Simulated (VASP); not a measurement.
# B24N23 (a cell with a defect) in VASP: notebook

The runs below take B24N23 (a cell with a defect) through single point, with PBE.

All numbers are computed with VASP 6.6.1; they aren't measurements. Logs are shortened: lines on timing, memory, paths and dates and some standing lists are left out, and cuts for length are marked.

## 1. The cell of the first run

The cell holds a defect, 47 atoms: a = 8.361 Å, b = 8.702 Å, c = 8.702 Å, α = 120.00°, β = 90.00°, γ = 90.00°.

## 2. Single point, PBE, collinear spin

Contents of INCAR:

```
PREC = Accurate ; ENCUT = 520
EDIFF = 1E-6 ; ISMEAR = 0
SIGMA = 0.01 ; LREAL = Auto
LASPH = True ; NELM = 150
ALGO = Normal ; ISIF = 2
LWAVE = False ; LCHARG = True
ISPIN = 2 ; MAGMOM = 0 0 0 0 0 0 0 0 0 0 0 0 0.333 0 0.333 0 0 0 0 0 0 0.333 0 0 0 0 0 0 0 0 0 0 0 0 0 0 0 0 0 0 0 0 0 0 0 0 0
LORBIT = 11 ; GGA = PE
LVHAR = True ; NBANDS = 126
KPAR = 2 ; NCORE = 2
```

Contents of KPOINTS:

```
regular mesh
0
Gamma
  2 2 2
```

Contents of POSCAR:

```
B24N23
1.0
    0.0000000000      0.0000000000      8.3612182313
    7.5364148001     -4.3511511137      0.0000000000
    0.0000000001      8.7023022272      0.0000000000
B N
24 23
Direct
    0.0000000000      0.1666666667      0.3332222036
    0.0000000000      0.6666366949      0.3333013513
    0.0000000000      0.4998838348      0.4998838348
    0.0000000000      0.3333013513      0.6666366949
    0.0000000000      0.1666666667      0.8334494985
    0.0000000000      0.0000319821      0.5000020103
    0.0000000000      0.8333313230      0.6666966384
    0.0000000000      0.6666966384      0.8333313230
    0.0000000000      0.5000020103      0.0000319821
    0.0000000000      0.3332222036      0.1666666667
    0.0000000000      0.0001111297      0.0001111297
    0.0000000000      0.8334494985      0.1666666667
    0.5000000000      0.0119907653      0.1666666667
    0.5000000000      0.5013697368      0.1666666667
    0.5000000000      0.3213425681      0.3213425681
    0.5000000000      0.1666666667      0.5013697368
    0.5000000000      0.0005827519      0.6703426873
    0.5000000000      0.8364266021      0.3327505814
    0.5000000000      0.6629906460      0.4969067313
    0.5000000000      0.4969067313      0.6629906460
    0.5000000000      0.3327505814      0.8364266021
    0.5000000000      0.1666666667      0.0119907653
    0.5000000000      0.8319635966      0.8319635966
    0.5000000000      0.6703426873      0.0005827519
    0.0000000000     -0.0000106107      0.1666666667
    0.0000000000      0.4999903777      0.1666666667
    0.0000000000      0.3333439440      0.3333439440
    0.0000000000      0.1666666667      0.4999903777
    0.0000000000      0.0000010413      0.6666689568
    0.0000000000      0.8333345822      0.3333322920
    0.0000000000      0.6666643766      0.4999987512
    0.0000000000      0.4999987512      0.6666643766
    0.0000000000      0.3333322920      0.8333345822
    0.0000000000      0.1666666667     -0.0000106107
    0.0000000000      0.8333429556      0.8333429556
    0.0000000000      0.6666689568      0.0000010413
    0.5000000000      0.6686176135      0.1666666667
    0.5000000000      0.4930102695      0.3283767825
    0.5000000000      0.3283767825      0.4930102695
    0.5000000000      0.1666666667      0.6686176135
    0.5000000000      0.0049565508      0.3313001536
    0.5000000000      0.8333333333      0.5000000000
    0.5000000000      0.6647157198      0.6647157198
    0.5000000000      0.5000000000      0.8333333333
    0.5000000000      0.3313001536      0.0049565508
    0.5000000000      0.0020331797      0.8403230639
    0.5000000000      0.8403230639      0.0020331797
```

Potentials or basis: VASP PAW PBE potentials, release 64 (B, N).

Run with:

```bash
$ cat potpaw_PBE.64/B/POTCAR potpaw_PBE.64/N/POTCAR > POTCAR
$ mpirun -np 4 vasp_std > vasp.out
```

OUTCAR:

```text
PREC = Accurate
   ENCUT = 520
   EDIFF = 1E-6
   ISMEAR = 0
   LREAL = Auto
   LASPH = True
   NELM = 150
   ISIF = 2
   ISPIN = 2
   LORBIT = 11
   GGA = PE

 ion  position               nearest neighbor table
   1  0.000  0.167  0.333-  27 1.45  25 1.45  28 1.45
   2  0.000  0.667  0.333-  26 1.45  30 1.45  31 1.45
   3  0.000  0.500  0.500-  27 1.45  31 1.45  32 1.45
   4  0.000  0.333  0.667-  28 1.45  33 1.45  32 1.45
   5  0.000  0.167  0.833-  34 1.45  33 1.45  29 1.45
   6  0.000  0.000  0.500-  28 1.45  29 1.45  30 1.45
   7  0.000  0.833  0.667-  35 1.45  31 1.45  29 1.45
   8  0.000  0.667  0.833-  35 1.45  32 1.45  36 1.45
   9  0.000  0.500  0.000-  26 1.45  36 1.45  33 1.45
  10  0.000  0.333  0.167-  27 1.45  34 1.45  26 1.45
  11  0.000  0.000  0.000-  34 1.45  25 1.45  35 1.45
  12  0.000  0.833  0.167-  25 1.45  30 1.45  36 1.45
  13  0.500  0.012  0.167-  41 1.46  47 1.46
  14  0.500  0.501  0.167-  38 1.44  45 1.44  37 1.46
  15  0.500  0.321  0.321-  38 1.46  39 1.46
  16  0.500  0.167  0.501-  39 1.44  41 1.44  40 1.46
  17  0.500  0.001  0.670-  40 1.45  42 1.47  46 1.47
[... 28 lines left out ...]
  46  0.500  0.002  0.840-  23 1.44  22 1.46  17 1.47
  47  0.500  0.840  0.002-  23 1.44  13 1.46  24 1.47

  LATTYP: Found a hexagonal cell.
 ALAT       =     8.7023022272
 C/A-ratio  =     0.9608053148

  Lattice vectors:

 A1 = (   7.5364148001,  -4.3511511137,   0.0000000000)
 A2 = (   0.0000000001,   8.7023022272,   0.0000000000)
 A3 = (   0.0000000000,   0.0000000000,   8.3612182313)

Analysis of symmetry for initial positions (statically):
=====================================================================
 Subroutine PRICEL returns:
 Original cell was already a primitive cell.

 Routine SETGRP: Setting up the symmetry group for a
 hexagonal supercell.

 Subroutine GETGRP returns: Found 12 space group operations
 (whereof  4 operations were pure point group operations)
 out of a pool of 24 trial point group operations.

The static configuration has the point symmetry C_2v.
 The point group associated with its full space group is D_3h.

Analysis of symmetry for dynamics (positions and initial velocities):
=====================================================================
 Subroutine PRICEL returns:
 Original cell was already a primitive cell.

 Routine SETGRP: Setting up the symmetry group for a
 hexagonal supercell.

 Subroutine GETGRP returns: Found 12 space group operations
 (whereof  4 operations were pure point group operations)
 out of a pool of 24 trial point group operations.

The dynamic configuration has the point symmetry C_2v.
 The point group associated with its full space group is D_3h.

Analysis of structural, dynamic, and magnetic symmetry:
=====================================================================
 Subroutine PRICEL returns:
 Original cell was already a primitive cell.

 Routine SETGRP: Setting up the symmetry group for a
 hexagonal supercell.

 Subroutine GETGRP returns: Found 12 space group operations
 (whereof  4 operations were pure point group operations)
 out of a pool of 24 trial point group operations.

The overall configuration has the point symmetry C_2v.
 The point group associated with its full space group is D_3h.

 Subroutine INISYM returns: Found 12 space group operations
 (whereof  4 operations are pure point group operations),
 and found     1 'primitive' translations

----------------------------------------------------------------------------------------

                                     Primitive cell

  volume of cell :     548.3635

  direct lattice vectors                    reciprocal lattice vectors
     0.000000000  0.000000000  8.361218231     0.000000000  0.000000000  0.119599797
     7.536414800 -4.351151114  0.000000000     0.132689087 -0.000000000  0.000000000
     0.000000000  8.702302227  0.000000000     0.066344544  0.114912120  0.000000000

  length of vectors
     8.361218231  8.702302227  8.702302227     0.119599797  0.132689087  0.132689087
[... 133 lines left out ...]
   number of dos      NEDOS =    301   number of ions     NIONS =     47
   total plane-waves  NPLWV = 313600
   dimension x,y,z NGX =    64 NGY =   70 NGZ =   70
   dimension x,y,z NGXF=   128 NGYF=  140 NGZF=  140
   ions per type =              24  23
   NGX,Y,Z   is equivalent  to a cutoff of  12.73, 13.37, 13.37 a.u.
   NGXF,Y,Z  is equivalent  to a cutoff of  25.45, 26.75, 26.75 a.u.
 SYSTEM =  unknown system
   PREC   = accura    normal or accurate (medium, high low for compatibility)
   ISTART =      0    job   : 0-new  1-cont  2-samecut
   ICHARG =      2    charge: 1-file 2-atom 10-const
   ISPIN  =      2    spin polarized calculation?
   LNONCOLLINEAR =      F non collinear calculations
   LSORBIT =      F    spin-orbit coupling
   LASPH  =      T    aspherical Exc in radial PAW
   ENCUT  =  520.0 eV  38.22 Ry    6.18 a.u.  15.55 16.18 16.18*2*pi/ulx,y,z
[... 21 lines left out ...]
     AMIX_MAG =   1.60;   BMIX_MAG =  1.00
  volume/ion in A,a.u.               =      11.67        78.73
  Fermi-wavevector in a.u.,A,eV,Ry     =   1.143754  2.161381 17.798769  1.308173
  Thomas-Fermi vector in A             =   2.280448
   LORBIT       =     11    0 simple, 1 ext, 2 COOP (PROOUT), +10 PAW based schemes
   GGA     = PE    functional components
   LHFCALC =     F    Hartree Fock is set to
   AEXX    =    0.0000 exact exchange contribution
   IVDW    =     0    specifies the selected vdW correction
   LEPSILON=     F    determine dielectric tensor
   LRPA    =     F    only Hartree local field effects (RPA)
 spin polarized calculation
 Gauss-broadening in eV      SIGMA  =   0.01
  energy-cutoff  :      520.00
  volume of cell :      548.36
 maximum number of plane-waves:     14827
 NGX is ok and might be reduce to    64
   NGX = 31   NGY = 33   NGZ = 33

 number of electron     186.9999979 magnetization       0.5000958

 Free energy of the ion-electron system (eV)
  ---------------------------------------------------
  ext. energy  EPLUGINS =         0.00000000
  ---------------------------------------------------
  free energy    TOTEN  =      -406.42805512 eV

  energy without entropy =     -406.42709098  energy(sigma->0) =     -406.42757305

 E-fermi :   3.3953     XC(G=0):  -8.5363

 val. band max:        3.3922413035   @ k =   0.5000   0.5000   0.0000
 cond. band min:       3.4564295634   @ k =   0.0000   0.5000   0.0000
 fundamental gap:      0.0641882600
 Fermi energy:         3.3952870054

 spin component 1

 k-point     1 :       0.0000    0.0000    0.0000
  band No.  band energies     occupation
      1     -17.0880      1.00000
      2     -17.0410      1.00000
      3     -15.7677      1.00000
      4     -15.7677      1.00000
      5     -15.6943      1.00000
      6     -15.6943      1.00000
[... 421 lines left out ...]
    104       6.2534      0.00000
    105       6.4662      0.00000
 Fermi energy:         3.3952870054

 spin component 2

 k-point     1 :       0.0000    0.0000    0.0000
  band No.  band energies     occupation
      1     -17.0822      1.00000
      2     -17.0388      1.00000
      3     -15.7590      1.00000
      4     -15.7590      1.00000
      5     -15.6898      1.00000
      6     -15.6898      1.00000
[... 421 lines left out ...]
    104       6.2532      0.00000
    105       6.5298      0.00000
 [bands above 105 left out]

------------------------ aborting loop because EDIFF is reached ----------------------------------------

  FORCE on cell =-STRESS in cart. coord.  units (eV):
  Direction    XX          YY          ZZ          XY          YZ          ZX
  --------------------------------------------------------------------------------------
  -------------------------------------------------------------------------------------
  Total      -14.7762623    -14.7762623     -0.3141696      0.0000000     -0.0000000      0.0000000
  in kB      -43.1724463    -43.1724463     -0.9179230      0.0000000     -0.0000000      0.0000000
  external PRESSURE =     -29.0876052 kB  Pullay stress =       0.0000000 kB

 VOLUME and BASIS-vectors are now :
 -----------------------------------------------------------------------------
  energy-cutoff  :      520.00
  volume of cell :      548.36
      direct lattice vectors                 reciprocal lattice vectors
     0.000000000  0.000000000  8.361218231     0.000000000  0.000000000  0.119599797
     7.536414800 -4.351151114  0.000000000     0.132689087 -0.000000000  0.000000000
     0.000000000  8.702302227  0.000000000     0.066344544  0.114912120  0.000000000

 POSITION                                       TOTAL-FORCE (eV/Angst)
 -----------------------------------------------------------------------------------
      1.25607      2.17461      0.00000         0.000000      0.001375     -0.000000
      5.02405     -0.00015      0.00000         0.000661      0.000446     -0.000000
      3.76733      2.17507      0.00000         0.001294      0.000747     -0.000000
      2.51190      4.35103      0.00000         0.000717      0.000349     -0.000000
      1.25607      6.52774      0.00000        -0.000000     -0.001494     -0.000000
      0.00024      4.35103      0.00000        -0.000717      0.000349     -0.000000
[... 39 lines left out ...]
      0.01532      7.30390      4.18061        -0.008490     -0.015972     -0.000000
      6.33302     -3.63868      4.18061        -0.018078      0.000634     -0.000000
 -----------------------------------------------------------------------------------
    total drift:                               -0.000022     -0.000009      0.000000

  FREE ENERGIE OF THE ION-ELECTRON SYSTEM (eV)
  ---------------------------------------------------
  free  energy   TOTEN  =      -406.4280551165 eV

  energy  without entropy=     -406.4270909770  energy(sigma->0) =     -406.42757305

 total charge

# of ion       s       p       d       tot
------------------------------------------
    1        0.740   1.413   0.000   2.153
    2        0.740   1.414   0.000   2.154
    3        0.740   1.414   0.000   2.154
    4        0.740   1.414   0.000   2.154
    5        0.740   1.414   0.000   2.154
    6        0.740   1.414   0.000   2.154
[... 39 lines left out ...]
   46        1.222   2.755   0.000   3.976
   47        1.222   2.755   0.000   3.976
--------------------------------------------------
tot         45.598  96.863   0.000 142.462

 magnetization (x)

# of ion       s       p       d       tot
------------------------------------------
    1       -0.000  -0.000   0.000  -0.000
    2       -0.000   0.000   0.000   0.000
    3       -0.000   0.000   0.000   0.000
    4       -0.000   0.000   0.000   0.000
    5       -0.000   0.000   0.000   0.000
    6       -0.000   0.000   0.000   0.000
[... 39 lines left out ...]
   46       -0.001  -0.003   0.000  -0.004
   47       -0.001  -0.003   0.000  -0.004
--------------------------------------------------
tot          0.013   0.192   0.000   0.206
```

Wall time 5.1 min (4 MPI ranks of Intel Xeon Platinum 8488C (Sapphire Rapids), shared host); peak memory 0.64 GiB.

Results:

```yaml
Free_energy: -406.4281 eV
Pressure: -2.9 GPa
Largest_force: 0.030 eV/Å
Net_moment: 0.50 μB per cell
Site_moments: B -0.00, +0.00, +0.05, +0.02, +0.01; N +0.00, -0.00 μB
Valence_electrons_inside_the_program's_atomic_spheres: B 2.15, 1.86, 2.17, 2.10; N 4.01, 4.00, 3.98, 3.97
```

Forces on the atoms (eV/Å):
```
B    0.000  0.001  0.000
B    0.001  0.000  0.000
B    0.001  0.001  0.000
B    0.001  0.000  0.000
B    0.000 -0.001  0.000
B   -0.001  0.000  0.000
B    0.000 -0.001  0.000
B   -0.001  0.000  0.000
B    0.000 -0.001  0.000
B    0.001 -0.001  0.000
B   -0.001 -0.001  0.000
B   -0.001  0.001  0.000
B    0.026 -0.015  0.000
B   -0.003  0.002  0.000
B   -0.026 -0.015  0.000
B    0.000 -0.003  0.000
B    0.002  0.004  0.000
B    0.002 -0.003  0.000
B   -0.004  0.000  0.000
B   -0.002 -0.003  0.000
B   -0.002  0.004  0.000
B    0.000  0.030  0.000
B    0.003  0.002  0.000
B    0.004  0.000  0.000
N    0.001  0.000  0.000
N    0.000  0.000  0.000
N   -0.001  0.000  0.000
N    0.000  0.000  0.000
N    0.000  0.001  0.000
N    0.000  0.000  0.000
N   -0.001  0.000  0.000
N    0.000  0.000  0.000
N    0.000  0.001  0.000
N    0.000  0.001  0.000
N    0.000  0.000  0.000
N    0.001  0.000  0.000
N   -0.004  0.002  0.000
N    0.018  0.001  0.000
N    0.010  0.015  0.000
N    0.000 -0.005  0.000
N   -0.010  0.015  0.000
N    0.000  0.000  0.000
N    0.004  0.002  0.000
N    0.000  0.000  0.000
N    0.008 -0.016  0.000
N   -0.008 -0.016  0.000
N   -0.018  0.001  0.000
```

Caveat: the k points lie up to 0.42 Å⁻¹ apart.

## 3. Single point, PBE

Contents of INCAR:

```
SYSTEM = B24N23
ALGO = Normal
EDIFF = 1E-6
ENCUT = 520
GGA = PE
ISIF = 2
ISMEAR = 0
LASPH = .TRUE.
LCHARG = .FALSE.
LREAL = Auto
LWAVE = .FALSE.
NBANDS = 122
NELECT = 184.0
NELM = 60
PREC = Accurate
SIGMA = 0.01
```

Contents of KPOINTS:

```
k-points
0
G
  2 2 2
  0 0 0
```

Contents of POSCAR:

```
B24N23
1.0
    0.0000000000      0.0000000000      8.3612182313
    7.5364148001     -4.3511511137      0.0000000000
    0.0000000001      8.7023022272      0.0000000000
B N
24 23
Direct
    0.0000000000      0.1666666667      0.3332623022
    0.0000000000      0.6666210310      0.3333046163
    0.0000000000      0.4999142813      0.4999142813
    0.0000000000      0.3333046163      0.6666210310
    0.0000000000      0.1666666667      0.8334190521
    0.0000000000      0.0000287171      0.4999830814
    0.0000000000      0.8333502519      0.6667123023
    0.0000000000      0.6667123023      0.8333502519
    0.0000000000      0.4999830814      0.0000287171
    0.0000000000      0.3332623022      0.1666666667
    0.0000000000      0.0000710312      0.0000710312
    0.0000000000      0.8334190521      0.1666666667
    0.5000000000      0.0021372488      0.1666666667
    0.5000000000      0.5010771853      0.1666666667
    0.5000000000      0.3311960845      0.3311960845
    0.5000000000      0.1666666667      0.5010771853
    0.5000000000      0.0009229471      0.6678642472
    0.5000000000      0.8336079668      0.3324103862
    0.5000000000      0.6654690861      0.4997253665
    0.5000000000      0.4997253665      0.6654690861
    0.5000000000      0.3324103862      0.8336079668
    0.5000000000      0.1666666667      0.0021372488
    0.5000000000      0.8322561480      0.8322561480
    0.5000000000      0.6678642472      0.0009229471
    0.0000000000      0.0000828004      0.1666666667
    0.0000000000      0.4999771099      0.1666666667
    0.0000000000      0.3332505330      0.3332505330
    0.0000000000      0.1666666667      0.4999771099
    0.0000000000      0.0000049780      0.6667336891
    0.0000000000      0.8333953777      0.3333283553
    0.0000000000      0.6665996443      0.4999379557
    0.0000000000      0.4999379557      0.6665996443
    0.0000000000      0.3333283553      0.8333953777
    0.0000000000      0.1666666667      0.0000828004
    0.0000000000      0.8333562235      0.8333562235
    0.0000000000      0.6667336891      0.0000049780
    0.5000000000      0.6671056753      0.1666666667
    0.5000000000      0.4949406921      0.3303685657
    0.5000000000      0.3303685657      0.4949406921
    0.5000000000      0.1666666667      0.6671056753
    0.5000000000      0.0029647676      0.3312387931
    0.5000000000      0.8333333333      0.5000000000
    0.5000000000      0.6662276580      0.6662276580
    0.5000000000      0.5000000000      0.8333333333
    0.5000000000      0.3312387931      0.0029647676
    0.5000000000      0.0020945403      0.8383926412
    0.5000000000      0.8383926412      0.0020945403
```

Potentials or basis: VASP PAW PBE potentials, release 64 (B, N).

Run with:

```bash
$ cat potpaw_PBE.64/B/POTCAR potpaw_PBE.64/N/POTCAR > POTCAR
$ mpirun -np 1 vasp_std > vasp.out
```

Run time: 22 min. Hardware: 1 thread of AMD EPYC 7R43 (Zen 3), shared host; peak memory 0.66 GiB.

It converged, with:

```
Free energy   : -410.3102 eV
Largest force : 0.011 eV/Å
```

Forces in eV/Å, atoms in the order of the input:
```
B    0.000 -0.003  0.000
B   -0.003  0.001  0.000
B   -0.002 -0.001  0.000
B   -0.001 -0.003  0.000
B    0.000  0.002  0.000
B    0.001 -0.003  0.000
B    0.002  0.002  0.000
B    0.003  0.001  0.000
B   -0.002  0.002  0.000
B   -0.002  0.001  0.000
B    0.002  0.001  0.000
B    0.002 -0.001  0.000
B    0.009 -0.005  0.000
B   -0.007  0.004  0.000
B   -0.009 -0.005  0.000
B    0.000 -0.008  0.000
B    0.001  0.002  0.000
B    0.001 -0.001  0.000
B   -0.002  0.000  0.000
B   -0.001 -0.001  0.000
B   -0.001  0.002  0.000
B    0.000  0.011  0.000
B    0.007  0.004  0.000
B    0.002  0.000  0.000
N   -0.002  0.001  0.000
N    0.002 -0.001  0.000
N    0.002  0.001  0.000
N    0.000  0.003  0.000
N    0.000  0.000  0.000
N    0.000  0.000  0.000
N    0.000 -0.001  0.000
N    0.000  0.000  0.000
N    0.000  0.000  0.000
N    0.000 -0.002  0.000
N   -0.002 -0.001  0.000
N    0.000 -0.001  0.000
N    0.000  0.000  0.000
N   -0.002 -0.001  0.000
N   -0.002 -0.001  0.000
N    0.000  0.000  0.000
N    0.002 -0.001  0.000
N    0.000  0.000  0.000
N    0.000  0.000  0.000
N    0.000  0.000  0.000
N    0.000  0.002  0.000
N    0.000  0.002  0.000
N    0.002 -0.001  0.000
```

Levels at points of the mesh, in eV from the Fermi level:
| k point | band 88 | band 89 | band 90 | band 91 | band 92 | band 93 | band 94 | band 95 |
| --- | --- | --- | --- | --- | --- | --- | --- | --- |
| (0.00, 0.00, 0.00) | -0.35 | -0.35 | 0.00 | 0.17 | 0.50 | 0.50 | 4.04 | 4.64 |
| (0.50, 0.00, 0.00) | -0.36 | -0.36 | -0.01 | 0.17 | 0.50 | 0.50 | 3.98 | 4.66 |
| (0.00, 0.50, 0.00) | -0.68 | -0.51 | -0.49 | -0.23 | -0.01 | 0.00 | 3.57 | 4.55 |
| (0.50, 0.50, 0.00) | -0.63 | -0.56 | -0.56 | -0.22 | -0.01 | -0.01 | 3.52 | 4.60 |

Caveat: the k points lie up to 0.42 Å⁻¹ apart; the cell carries a net charge on a neutralising background, which shifts energy and pressure; the cell is charged against a uniform background, so pressure and absolute levels hang on convention.
